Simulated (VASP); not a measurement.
A run of VASP 6.6.1:

The input INCAR:

```
SYSTEM = ScIn2Se2
  ALGO = Normal
  EDIFF = 1E-6
  EDIFFG = -0.08
  ENCUT = 600
  GGA = PE
  IBRION = 2
  ISIF = 3
  ISMEAR = 0
  LASPH = .True.
  LCHARG = .False.
  LREAL = .False.
  LWAVE = .False.
  NELM = 100
  NSW = 36
  PREC = Accurate
  SIGMA = 0.2
```

File KPOINTS:

```
k-points
0
Gamma
  5 5 2
  0 0 0
```

File POSCAR:

```
ScIn2Se2
1.0
    3.9500000000      0.0000000000      0.0000000000
   -1.9750000000      3.4208003400      0.0000000000
    0.0000000000      0.0000000000      8.8800000000
Sc In Se
1 2 2
Direct
    0.0000000000      0.0000000000      0.0000000000
    0.6666666700      0.3333333300      0.3420000000
    0.6666666700      0.3333333300      0.6580000000
    0.3333333300      0.6666666700      0.1800000000
    0.3333333300      0.6666666700      0.8200000000
```

Potentials or basis: VASP PAW PBE potentials, release 64 (Sc_sv, In_d, Se).

Command:

```console
$ cat potpaw_PBE.64/Sc_sv/POTCAR potpaw_PBE.64/In_d/POTCAR potpaw_PBE.64/Se/POTCAR > POTCAR
$ mpirun -np 1 vasp_std > vasp.out
```

Hardware: 1 thread of Intel(R) Xeon(R) 6975P-C (Granite Rapids), with other jobs on the host.

Q: Estimate the wall time of this run.

A: Wall time 4.1 min on 1 thread of Intel(R) Xeon(R) 6975P-C (Granite Rapids), on a shared host, peak memory 0.29 GiB. Counts: scf iterations 150, k points 10, ion steps 16.
